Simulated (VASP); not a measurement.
HfO2: single point with r2SCAN

The system is HfO2.

```
Hf O
1.0
     5.15309    0.00000    0.00000
     0.00000    4.93424    0.00000
     0.00000    0.00000    4.93677
Hf O
4 8
Direct
  0.03322 0.26935 0.24780
  0.46678 0.26935 0.74780
  0.53322 0.73065 0.24780
  0.96678 0.73065 0.74780
  0.37787 0.08297 0.36728
  0.12213 0.08297 0.86728
  0.74166 0.45297 0.49792
  0.75834 0.45297 0.99792
  0.25834 0.54703 0.99792
  0.24166 0.54703 0.49792
  0.87787 0.91703 0.36728
  0.62213 0.91703 0.86728
```

```yaml
Program: VASP 6.6.1
Task: single point
Functional: r2SCAN
Potentials_or_basis: VASP PAW PBE potentials, release 64 (Hf_pv, O)
Cutoff: 520 eV
k_mesh: 6 × 6 × 6
Occupations: gaussian, width 0.02 eV
Spin: no spin polarisation
```

The pressure is 11.6 GPa, the largest force is 0.063 eV/Å and the band gap on the k mesh is 5.18 eV (least direct gap 5.22 eV).

Forces in eV/Å, atoms in the order of the input:
```
Hf   0.039 -0.001 -0.050
Hf  -0.039 -0.001 -0.050
Hf   0.039  0.001 -0.050
Hf  -0.039  0.001 -0.050
O   -0.047 -0.029  0.022
O    0.047 -0.029  0.022
O   -0.006  0.036  0.027
O    0.006  0.036  0.027
O    0.006 -0.036  0.027
O   -0.006 -0.036  0.027
O   -0.047  0.029  0.022
O    0.047  0.029  0.022
```

Stress tensor (GPa, compression positive):
```
11.39  0.00  0.00
 0.00 11.53  0.00
 0.00  0.00 11.77
```

Levels at points of the mesh, in eV from the valence-band top:
```tsv
k point	band 40	band 41	band 42	band 43	band 44	band 45	band 46	band 47	band 48	band 49
(0.00, 0.00, 0.00)	-0.83	-0.58	-0.12	-0.04	0.00	5.76	6.00	6.03	6.57	6.74
(0.50, 0.00, 0.00)	-0.74	-0.58	-0.58	-0.34	-0.34	5.98	5.98	6.39	6.39	6.63
(0.00, 0.50, 0.00)	-0.80	-0.75	-0.28	-0.19	-0.04	5.18	5.66	5.72	6.33	6.58
(0.50, 0.50, 0.00)	-0.92	-0.52	-0.52	-0.39	-0.39	5.46	5.46	5.89	5.89	6.46
(0.00, 0.00, 0.50)	-1.01	-0.30	-0.30	-0.27	-0.27	5.47	5.47	6.16	6.16	7.05
(0.50, 0.00, 0.50)	-1.38	-0.71	-0.71	-0.71	-0.71	6.06	6.06	6.06	6.06	7.02
(0.00, 0.50, 0.50)	-1.36	-1.10	-1.10	-0.39	-0.39	5.29	5.29	5.78	5.78	6.89
(0.50, 0.50, 0.50)	-1.48	-0.80	-0.80	-0.80	-0.80	5.50	5.50	5.50	5.50	6.76
```

It took 13 min on 1 thread of Intel(R) Xeon(R) 6975P-C (Granite Rapids), with other jobs on the host, peak memory 0.48 GiB.

Caveat: the cell stands under pressure; the PAW data sets were made with another functional, which shifts forces and pressure a little; spin-orbit coupling is left out, which moves the levels of the heavy elements. A k mesh can miss the band edges.
